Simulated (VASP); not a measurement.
A run of VASP 6.6.1 is set up as follows.

INCAR

```
PREC = Accurate
ENCUT = 520
EDIFF = 1E-6
ISMEAR = 0
SIGMA = 0.1
LREAL = F
LASPH = T
NELM = 80
ALGO = Normal
ISIF = 2
LWAVE = F
LCHARG = T
GGA = PE
LELF = T
LVHAR = T
NBANDS = 44
```

File KPOINTS:

```
regular mesh
0
Gamma
  10 10 4
```

The input POSCAR:

```
Mo2Cl
1.0
    3.1180112182      0.0000000000      0.0000000000
    0.0000000000      3.1180112182      0.0000000000
    0.0000000000      0.0000000000     11.9755842848
Mo Cl
4 2
Direct
    0.5000000000      0.0000000000      0.8060248391
    0.0000000000      0.5000000000      0.9339568335
    0.0000000000      0.5000000000      0.1939751609
    0.5000000000      0.0000000000      0.0660431665
    0.0000000000      0.5000000000      0.6614605230
    0.5000000000      0.0000000000      0.3385394770
```

Potentials or basis: VASP PAW PBE potentials, release 64 (Mo_sv, Cl).

Run with:

```console
$ cat potpaw_PBE.64/Mo_sv/POTCAR potpaw_PBE.64/Cl/POTCAR > POTCAR
$ mpirun -np 1 vasp_std > vasp.out
```

(1) Predict the band gap on the k mesh.

(2) Predict the pressure.

(3) Estimate the largest force.

Answers

(1) zero (bands 35 and 36 overlap by 1.48 eV).

(2) 0.2 GPa.

(3) 0.020 eV/Å.

Caveat: this functional lacks dispersion, which binds layers or chains, so the pressure and a relaxed spacing across them are unreliable.
